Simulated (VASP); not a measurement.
Input of a VASP 6.6.1 run:

The input INCAR:

```
PREC = Accurate
ENCUT = 520
EDIFF = 1E-6
ISMEAR = -1
SIGMA = 0.05
LREAL = F
LASPH = T
NELM = 150
ALGO = Normal
ISIF = 2
LWAVE = F
LCHARG = F
ISPIN = 2
MAGMOM = 2.8 0 0 0
LORBIT = 11
LMAXMIX = 4
GGA = PS
NBANDS = 34
```

File KPOINTS:

```
Automatic mesh
0
Gamma
  6 6 6
```

The input POSCAR:

```
MnPt3
1.0
    3.9000000000      0.0000000000      0.0000000000
    0.0000000000      3.9000000000      0.0000000000
    0.0000000000      0.0000000000      3.9000000000
Mn Pt
1 3
Direct
    0.0000000000      0.0000000000      0.0000000000
    0.0000000000      0.5000000000      0.5000000000
    0.5000000000      0.0000000000      0.5000000000
    0.5000000000      0.5000000000      0.0000000000
```

Potentials or basis: VASP PAW PBE potentials, release 64 (Mn_pv, Pt).

Run with:

```bash
$ cat potpaw_PBE.64/Mn_pv/POTCAR potpaw_PBE.64/Pt/POTCAR > POTCAR
$ mpirun -np 1 vasp_std > vasp.out
```

Estimate the net moment.

4.14 μB per cell.

Estimate the pressure.

-4.9 GPa.

Predict the site moments.

Mn +3.72; Pt +0.10 μB.

Caveat: the PAW data sets were made with another functional, which shifts forces and pressure a little.
